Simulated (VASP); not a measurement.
Input of a VASP 6.6.1 run:

The input INCAR:

```
SYSTEM = Ag
ALGO = Normal
EDIFF = 1E-6
ENCUT = 520
GGA = PE
ISIF = 2
ISMEAR = -1
LASPH = .True.
LCHARG = .True.
LELF = .True.
LREAL = .False.
LVHAR = .True.
LWAVE = .False.
NBANDS = 12
NELM = 60
PREC = Accurate
SIGMA = 0.1
```

The input KPOINTS:

```
k-points
0
Gamma
  11 11 11
  0 0 0
```

Contents of POSCAR:

```
Ag
1.0
    0.0000000000      1.9722534404      1.9722534404
    1.9722534404      0.0000000000      1.9722534404
    1.9722534404      1.9722534404      0.0000000000
Ag
1
Direct
    0.0000000000      0.0000000000      0.0000000000
```

Potentials or basis: VASP PAW PBE potentials, release 64 (Ag).

Command:

```bash
$ cat potpaw_PBE.64/Ag/POTCAR > POTCAR
$ mpirun -np 1 vasp_std > vasp.out
```

Question: Predict the pressure.

Answer: 20.6 GPa.
